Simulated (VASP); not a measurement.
# PbF2 in VASP: further runs, part 2 of 2

VASP 6.6.1.

## 3. Single point, PBE (strain -0.5%)

INCAR reads:

```
SYSTEM = PbF2
PREC     = Accurate       ! precision mode
ENCUT    = 520            ! plane-wave cutoff, eV
EDIFF    = 1E-6           ! SCF threshold, eV
ISMEAR   = -1             ! smearing method
SIGMA    = 0.02           ! smearing width, eV
LREAL    = .FALSE.        ! projectors in reciprocal space
LASPH    = .TRUE.         ! aspherical terms in the spheres
NELM     = 100            ! most SCF steps
ALGO     = Normal         ! electronic algorithm
ISIF     = 2              ! what is computed and relaxed
LWAVE    = .FALSE.        ! write WAVECAR
LCHARG   = .FALSE.        ! write CHGCAR
GGA      = PE             ! functional
NBANDS   = 21             ! bands
```

KPOINTS reads:

```
Automatic mesh
0
G
  8 8 8
  0 0 0
```

POSCAR reads:

```
PbF2
1.0
    0.0000000000      2.9456366969      2.9456366969
    2.9456366969      0.0000000000      2.9456366969
    2.9456366969      2.9456366969      0.0000000000
Pb F
1 2
Direct
    0.0000000000      0.0000000000      0.0000000000
    0.2500000000      0.2500000000      0.2500000000
    0.7500000000      0.7500000000      0.7500000000
```

Potentials or basis: VASP PAW PBE potentials, release 64 (Pb_d, F).

The run is started by

```
> cat potpaw_PBE.64/Pb_d/POTCAR potpaw_PBE.64/F/POTCAR > POTCAR
> mpirun -np 1 vasp_std > vasp.out
```

OUTCAR:

```text
SYSTEM = PbF2
   PREC = Accurate
   ENCUT = 520
   EDIFF = 1E-6
   ISMEAR = -1
   LREAL = .FALSE.
   LASPH = .TRUE.
   NELM = 100
   ISIF = 2
   GGA = PE

 ion  position               nearest neighbor table
   1  0.000  0.000  0.000-   3 2.55   3 2.55   3 2.55   2 2.55   3 2.55   2 2.55   2 2.55   2 2.55

   2  0.250  0.250  0.250-   1 2.55   1 2.55   1 2.55   1 2.55
   3  0.750  0.750  0.750-   1 2.55   1 2.55   1 2.55   1 2.55

  LATTYP: Found a face centered cubic cell.
 ALAT       =     5.8912733938

  Lattice vectors:

 A1 = (   0.0000000000,   2.9456366969,   2.9456366969)
 A2 = (   2.9456366969,   0.0000000000,   2.9456366969)
 A3 = (   2.9456366969,   2.9456366969,   0.0000000000)

Analysis of symmetry for initial positions (statically):
=====================================================================
 Subroutine PRICEL returns:
 Original cell was already a primitive cell.

 Routine SETGRP: Setting up the symmetry group for a
 face centered cubic supercell.

 Subroutine GETGRP returns: Found 48 space group operations
 (whereof 48 operations were pure point group operations)
 out of a pool of 48 trial point group operations.

The static configuration has the point symmetry O_h .

Analysis of symmetry for dynamics (positions and initial velocities):
=====================================================================
 Subroutine PRICEL returns:
 Original cell was already a primitive cell.

 Routine SETGRP: Setting up the symmetry group for a
 face centered cubic supercell.

 Subroutine GETGRP returns: Found 48 space group operations
 (whereof 48 operations were pure point group operations)
 out of a pool of 48 trial point group operations.

The dynamic configuration has the point symmetry O_h .

 Subroutine INISYM returns: Found 48 space group operations
 (whereof 48 operations are pure point group operations),
 and found     1 'primitive' translations

----------------------------------------------------------------------------------------

                                     Primitive cell

  volume of cell :      51.1173

  direct lattice vectors                    reciprocal lattice vectors
     0.000000000  2.945636697  2.945636697    -0.169742589  0.169742589  0.169742589
     2.945636697  0.000000000  2.945636697     0.169742589 -0.169742589  0.169742589
     2.945636697  2.945636697  0.000000000     0.169742589  0.169742589 -0.169742589

  length of vectors
     4.165759367  4.165759367  4.165759367     0.294002789  0.294002789  0.294002789

  position of ions in fractional coordinates (direct lattice)
     0.000000000  0.000000000  0.000000000
     0.250000000  0.250000000  0.250000000
     0.750000000  0.750000000  0.750000000

  ion indices of the primitive-cell ions
   primitive index   ion index
                 1           1
                 2           2
                 3           3

----------------------------------------------------------------------------------------

 KPOINTS: Automatic mesh

Automatic generation of k-mesh.
 Grid dimensions read from file:
 generate k-points for:    8    8    8

 Generating k-lattice:

  Cartesian coordinates                     Fractional coordinates (reciprocal lattice)
    -0.021217824  0.021217824  0.021217824     0.125000000  0.000000000  0.000000000
     0.021217824 -0.021217824  0.021217824     0.000000000  0.125000000  0.000000000
     0.021217824  0.021217824 -0.021217824     0.000000000  0.000000000  0.125000000

  Length of vectors
     0.036750349  0.036750349  0.036750349

  Shift w.r.t. Gamma in fractional coordinates (k-lattice)
     0.000000000  0.000000000  0.000000000

 Subroutine IBZKPT returns following result:
 ===========================================

 Found     29 irreducible k-points:

 Following reciprocal coordinates:
            Coordinates               Weight
  0.000000  0.000000  0.000000      1.000000
  0.125000  0.000000  0.000000      8.000000
  0.250000  0.000000  0.000000      8.000000
  0.375000  0.000000  0.000000      8.000000
  0.500000  0.000000  0.000000      4.000000
  0.125000  0.125000  0.000000      6.000000
[... 16 lines left out ...]
  0.500000  0.250000  0.125000     48.000000
 -0.375000  0.250000  0.125000     24.000000
 [... further k-points ...]
   k-points           NKPTS =     29   k-points in BZ     NKDIM =     29   number of bands    NBANDS=     21
   number of dos      NEDOS =    301   number of ions     NIONS =      3
   total plane-waves  NPLWV =  32768
   dimension x,y,z NGX =    32 NGY =   32 NGZ =   32
   dimension x,y,z NGXF=    64 NGYF=   64 NGZF=   64
   ions per type =               1   2
   NGX,Y,Z   is equivalent  to a cutoff of  12.77, 12.77, 12.77 a.u.
   NGXF,Y,Z  is equivalent  to a cutoff of  25.54, 25.54, 25.54 a.u.
 SYSTEM =  PbF2
   PREC   = accura    normal or accurate (medium, high low for compatibility)
   ISTART =      0    job   : 0-new  1-cont  2-samecut
   ICHARG =      2    charge: 1-file 2-atom 10-const
   ISPIN  =      1    spin polarized calculation?
   LNONCOLLINEAR =      F non collinear calculations
   LSORBIT =      F    spin-orbit coupling
   LASPH  =      T    aspherical Exc in radial PAW
   ENCUT  =  520.0 eV  38.22 Ry    6.18 a.u.   7.75  7.75  7.75*2*pi/ulx,y,z
   NELM   =    100;   NELMIN=  2; NELMDL= -5     # of ELM steps
   EDIFF  = 0.1E-05   stopping-criterion for ELM
   LREAL  =      F    real-space projection
   EDIFFG = 0.1E-04   stopping-criterion for IOM
   NSW    =      0    number of steps for IOM
   IBRION =     -1    ionic relax: 0-MD 1-quasi-New 2-CG
   NFREE  =      0    steps in history (QN), initial steepest desc. (CG)
   ISIF   =      2    stress and relaxation
   ISYM   =      2    0-nonsym 1-usesym 2-fastsym
   POTIM  = 0.5000    time-step for ionic-motion
   TEBEG  =    0.0;   TEEND  =   0.0 temperature during run
   PSTRESS=    0.0 pullay stress
   NELECT =      28.0000    total number of electrons
   NUPDOWN=      -1.0000    fix difference up-down
   EMIN   =  10.00;   EMAX   =-10.00  energy-range for DOS
   EFERMI =   0.00;   METHOD = LEGACY
   ISMEAR =    -1;   SIGMA  =   0.02  broadening in eV -4-tet -1-fermi 0-gaus
   EFERMI_NEDOS =   21; number of points for ismear=-14 and -15
   IALGO  =     38    algorithm
   IMIX   =      4    mixing-type and parameters
     AMIX     =   0.40;   BMIX     =  1.00
     AMIX_MAG =   1.60;   BMIX_MAG =  1.00
  volume/ion in A,a.u.               =      17.04       114.99
  Fermi-wavevector in a.u.,A,eV,Ry     =   1.339486  2.531262 24.411899  1.794224
  Thomas-Fermi vector in A             =   2.467874
   LORBIT       =      0    0 simple, 1 ext, 2 COOP (PROOUT), +10 PAW based schemes
   GGA     = PE    functional components
   LHFCALC =     F    Hartree Fock is set to
   AEXX    =    0.0000 exact exchange contribution
   IVDW    =     0    specifies the selected vdW correction
   LEPSILON=     F    determine dielectric tensor
   LRPA    =     F    only Hartree local field effects (RPA)
 non-spin polarized calculation
  energy-cutoff  :      520.00
  volume of cell :       51.12
 maximum number of plane-waves:      1387
   NGX = 15   NGY = 15   NGZ = 15

 number of electron      27.9999995 magnetization

 Free energy of the ion-electron system (eV)
  ---------------------------------------------------
  ext. energy  EPLUGINS =         0.00000000
  ---------------------------------------------------
  free energy    TOTEN  =       -14.31320109 eV

  energy without entropy =      -14.31320109  energy(sigma->0) =      -14.31320109

 E-fermi :   2.5992     XC(G=0):  -9.4980

 val. band max:        2.1196668608   @ k =  -0.2500   0.5000   0.2500
 cond. band min:       6.5312417324   @ k =   0.5000   0.5000   0.0000
 fundamental gap:      4.4115748716
 Fermi energy:         2.5992391488

 k-point     1 :       0.0000    0.0000    0.0000
  band No.  band energies     occupation
      1     -19.1312      2.00000
      2     -18.4787      2.00000
      3     -12.3431      2.00000
      4     -12.3431      2.00000
      5     -12.3431      2.00000
      6     -12.2782      2.00000
[... 13 lines left out ...]
     20      17.3051      0.00000
     21      19.7499      0.00000
[... 529 lines left out ...]
 k-point    24 :      -0.3750    0.2500    0.1250
  band No.  band energies     occupation
      1     -18.8057      2.00000
      2     -18.7668      2.00000
      3     -12.3020      2.00000
      4     -12.2956      2.00000
      5     -12.2541      2.00000
      6     -12.2225      2.00000
[... 13 lines left out ...]
     20      18.3312      0.00000
     21      18.7502      0.00000

 [... further k-points ...]

------------------------ aborting loop because EDIFF is reached ----------------------------------------

  FORCE on cell =-STRESS in cart. coord.  units (eV):
  Direction    XX          YY          ZZ          XY          YZ          ZX
  --------------------------------------------------------------------------------------
  -------------------------------------------------------------------------------------
  Total        1.2737191      1.2737191      1.2737191     -0.0000000     -0.0000000      0.0000000
  in kB       39.9224055     39.9224055     39.9224055     -0.0000000     -0.0000000      0.0000000
  external PRESSURE =      39.9224055 kB  Pullay stress =       0.0000000 kB

 VOLUME and BASIS-vectors are now :
 -----------------------------------------------------------------------------
  energy-cutoff  :      520.00
  volume of cell :       51.12
      direct lattice vectors                 reciprocal lattice vectors
     0.000000000  2.945636697  2.945636697    -0.169742589  0.169742589  0.169742589
     2.945636697  0.000000000  2.945636697     0.169742589 -0.169742589  0.169742589
     2.945636697  2.945636697  0.000000000     0.169742589  0.169742589 -0.169742589

 POSITION                                       TOTAL-FORCE (eV/Angst)
 -----------------------------------------------------------------------------------
      0.00000      0.00000      0.00000        -0.000000      0.000000     -0.000000
      1.47282      1.47282      1.47282        -0.000000     -0.000000     -0.000000
      4.41846      4.41846      4.41846         0.000000      0.000000      0.000000
 -----------------------------------------------------------------------------------
    total drift:                                0.000000     -0.000000      0.000000

  FREE ENERGIE OF THE ION-ELECTRON SYSTEM (eV)
  ---------------------------------------------------
  free  energy   TOTEN  =       -14.3132010871 eV

  energy  without entropy=      -14.3132010871  energy(sigma->0) =      -14.31320109
```

Wall time 25 s (1 thread of Intel Xeon Platinum 8259CL at 2.50GHz (Skylake/Cascade Lake), shared host); peak memory 0.18 GiB.

What came out:

- Free energy: -14.3132 eV
- Pressure: 4.0 GPa
- Band gap on the k mesh: 4.41 eV, indirect (least direct gap 4.56 eV)

Caveat: the cell differs from its parent crystal (strain -0.5%); spin-orbit coupling is left out, which moves the levels of the heavy elements. A k mesh can miss the band edges.

## 4. Single point, PBE

INCAR reads:

```
  PREC = Accurate
  ENCUT = 520
  EDIFF = 1E-6
  ISMEAR = -1
  SIGMA = 0.02
  LREAL = False
  LASPH = True
  NELM = 80
  ALGO = Normal
  ISIF = 2
  LWAVE = False
  LCHARG = True
  GGA = PE
  LELF = True
  LVHAR = True
  NBANDS = 21
```

KPOINTS reads:

```
Automatic mesh
0
Gamma
  8 8 8
```

POSCAR reads:

```
PbF2
1.0
    0.0000000000      2.9604388914      2.9604388914
    2.9604388914      0.0000000000      2.9604388914
    2.9604388914      2.9604388914      0.0000000000
Pb F
1 2
Direct
    0.0000000000      0.0000000000      0.0000000000
    0.2500000000      0.2500000000      0.2500000000
    0.7500000000      0.7500000000      0.7500000000
```

The run is started by

```
> cat potpaw_PBE.64/Pb_d/POTCAR potpaw_PBE.64/F/POTCAR > POTCAR
> mpirun -np 1 vasp_std > vasp.out
```

Run time: 29 s. Hardware: 1 thread of Intel Xeon Platinum 8259CL at 2.50GHz (Skylake/Cascade Lake), shared host; peak memory 0.18 GiB.

It converged, with:

| Quantity | Value |
| --- | --- |
| Free energy | -14.3310 eV |
| Pressure | 2.7 GPa |
| Band gap on the k mesh | 4.42 eV, indirect (least direct gap 4.56 eV) |

Levels at points of the mesh, in eV from the valence-band top:
```
           k point  band 11  band 12  band 13  band 14  band 15  band 16  band 17  band 18
(0.00, 0.00, 0.00)    -2.50    -2.00    -2.00    -2.00     6.78     6.78     6.78    10.65
(0.50, 0.00, 0.00)    -2.70    -2.17    -2.17    -0.03     5.03     7.68     7.68    13.23
(0.50, 0.50, 0.00)    -1.58    -1.57    -1.57    -0.15     4.42     7.91     7.91     8.95
```

Caveat: spin-orbit coupling is left out, which moves the levels of the heavy elements. A k mesh can miss the band edges.

## 5. Single point, PBE (strain +1.0%)

INCAR reads:

```
SYSTEM = PbF2
PREC = Accurate
ENCUT = 520
EDIFF = 1E-7
ISMEAR = -1
SIGMA = 0.02
LREAL = .False.
LASPH = .True.
NELM = 60
ALGO = Normal
ISIF = 2
LWAVE = .False.
LCHARG = .True.
GGA = PE
LELF = .True.
LVHAR = .True.
NBANDS = 21
```

KPOINTS reads:

```
regular mesh
0
Gamma
  8 8 8
  0 0 0
```

POSCAR reads:

```
PbF2
1.0
    0.0000000000      2.9900432803      2.9900432803
    2.9900432803      0.0000000000      2.9900432803
    2.9900432803      2.9900432803      0.0000000000
Pb F
1 2
Direct
    0.0000000000      0.0000000000      0.0000000000
    0.2500000000      0.2500000000      0.2500000000
    0.7500000000      0.7500000000      0.7500000000
```

The run is started by

```
> cat potpaw_PBE.64/Pb_d/POTCAR potpaw_PBE.64/F/POTCAR > POTCAR
> mpirun -np 1 vasp_std > vasp.out
```

Run time: 30 s. Hardware: 1 thread of Intel Xeon Platinum 8259CL at 2.50GHz (Skylake/Cascade Lake), shared host; peak memory 0.19 GiB.

It converged, with:

```yaml
Free_energy: -14.3495 eV
Pressure: 0.5 GPa
Band_gap_on_the_k_mesh: 4.42 eV, indirect (least direct gap 4.56 eV)
```

Levels at points of the mesh, in eV from the valence-band top:
```tsv
k point	band 10	band 11	band 12	band 13	band 14	band 15	band 16	band 17	band 18	band 19
(0.00, 0.00, 0.00)	-2.30	-2.30	-1.81	-1.81	-1.81	6.75	6.75	6.75	10.57	15.09
(0.50, 0.00, 0.00)	-2.49	-2.49	-1.98	-1.98	-0.01	5.03	7.58	7.58	13.18	13.70
(0.50, 0.50, 0.00)	-3.33	-1.41	-1.41	-1.41	-0.14	4.42	7.80	7.80	9.02	14.09
```

Caveat: the cell differs from its parent crystal (strain +1.0%); spin-orbit coupling is left out, which moves the levels of the heavy elements. A k mesh can miss the band edges.

## 6. Overview

| level | cell | smearing | gap on the mesh (eV) | pressure (GPa) |
| --- | --- | --- | --- | --- |
| r2SCAN | a = 4.187, b = 4.187, c = 4.166 Å, angles 60.2, 60.2, 60.3°, 3 atoms | gaussian 0.01 eV | 4.93 | -0.1 |
| PBE | a = 4.166 Å, angles 60.0°, 3 atoms | fermi-dirac 0.02 eV | 4.41 | 4.0 |
| PBE | a = 4.187 Å, angles 60.0°, 3 atoms | fermi-dirac 0.02 eV | 4.42 | 2.7 |
| PBE | a = 4.229 Å, angles 60.0°, 3 atoms | fermi-dirac 0.02 eV | 4.42 | 0.5 |

Alike in all rows: task single point; potentials or basis VASP PAW PBE potentials, release 64 (Pb_d, F); no spin polarisation; k mesh 8 × 8 × 8; cutoff (eV) 520.

Caveats: spin-orbit coupling is left out, which moves the levels of the heavy elements; the PAW data sets were made with another functional, which shifts forces and pressure a little (some runs).

Total energies depend on the potentials used, so only differences within one code and one set of settings carry meaning.
